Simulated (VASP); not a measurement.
Here is a VASP 6.6.1 calculation.

INCAR

```
SYSTEM = HfB2
ALGO     = Normal         ! electronic algorithm
EDIFF    = 1E-6           ! SCF threshold, eV
ENCUT    = 520            ! plane-wave cutoff, eV
GGA      = PS             ! functional
ISIF     = 2              ! what is computed and relaxed
ISMEAR   = -1             ! smearing method
IVDW     = 12             ! dispersion correction
LASPH    = .TRUE.         ! aspherical terms in the spheres
LCHARG   = .FALSE.        ! write CHGCAR
LREAL    = .FALSE.        ! projectors in reciprocal space
LWAVE    = .FALSE.        ! write WAVECAR
NBANDS   = 15             ! bands
NELM     = 80             ! most SCF steps
PREC     = Accurate       ! precision mode
SIGMA    = 0.05           ! smearing width, eV
```

KPOINTS

```
k-points
0
G
  10 10 8
  0 0 0
```

Contents of POSCAR:

```
HfB2
1.0
    3.1047452354      0.0000000000      0.0000000000
   -1.5523726177      2.6887882461      0.0000000000
    0.0000000000      0.0000000000      3.4196478177
Hf B
1 2
Direct
    0.0000000000      0.0000000000      0.0000000000
    0.6666666667      0.3333333333      0.5000000000
    0.3333333333      0.6666666667      0.5000000000
```

Potentials or basis: VASP PAW PBE potentials, release 64 (Hf_pv, B).

Run with:

```sh
$ cat potpaw_PBE.64/Hf_pv/POTCAR potpaw_PBE.64/B/POTCAR > POTCAR
$ mpirun -np 1 vasp_std > vasp.out
```

(1) Predict the pressure.

(2) What does it give for the band gap on the k mesh?

Answers

(1) 0.0 GPa.

(2) zero (band 8 reaches 8.40 eV, above the bottom of band 9 at 7.60 eV).

Caveat: the PAW data sets were made with another functional, which shifts forces and pressure a little; spin-orbit coupling is left out, which moves the levels of the heavy elements; pairwise dispersion overbinds metals, which lowers pressure and volume.
